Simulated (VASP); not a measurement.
The system is BaTiO3.

```
Ba Ti O
1.0
     4.33635    0.00000    0.00000
     0.00000    4.33635    0.00000
     0.00000    0.00000    4.33635
Ba Ti O
1 1 3
Direct
  0.00000 0.00000 0.00000
  0.50000 0.50000 0.50000
  0.50000 0.50000 0.00000
  0.50000 0.00000 0.50000
  0.00000 0.50000 0.50000
```

* Program: VASP 6.6.1
* Task: relaxation of cell and atoms
* Functional: PBEsol
* Potentials or basis: VASP PAW PBE potentials, release 64 (Ba_sv, Ti_sv, O)
* Cutoff: 600 eV
* k mesh: 6 × 6 × 6
* Occupations: fermi-dirac, width 0.03 eV
* Spin: no spin polarisation

At the start: pressure -25.5 GPa; volume 16.31 Å³/atom.

Question: Where does the relaxation end?

Answer: Over 6 steps the energy falls by 370.9 meV/atom and the volume is 12.64 Å³/atom (-22.5 %); space group Pm-3m (No. 221, to 0.05 Å).

The path:
```tsv
step	energy change (eV)	largest force (eV/Å)	pressure (GPa)	volume (Å³)
1	0.0000	0.0000	-25.47	81.54
2	-1.0004	0.0000	36.46	54.62
3	-1.8538	0.0000	-0.77	63.46
4	-1.8544	0.0000	0.16	63.13
5	-1.8544	0.0000	-0.13	63.24
6	-1.8544	0.0000	-0.05	63.19
```

Final structure:
```
Ba Ti O
1.0
     3.98313    0.00000    0.00000
     0.00000    3.98313    0.00000
     0.00000    0.00000    3.98313
Ba Ti O
1 1 3
Cartesian
  0.0000 0.0000 0.0000
  1.9916 1.9916 1.9916
  1.9916 1.9916 0.0000
  1.9916 0.0000 1.9916
  0.0000 1.9916 1.9916
```

Caveat: the volume moved by over 15 % at a fixed basis, so the end points are rough; the PAW data sets were made with another functional, which shifts forces and pressure a little.
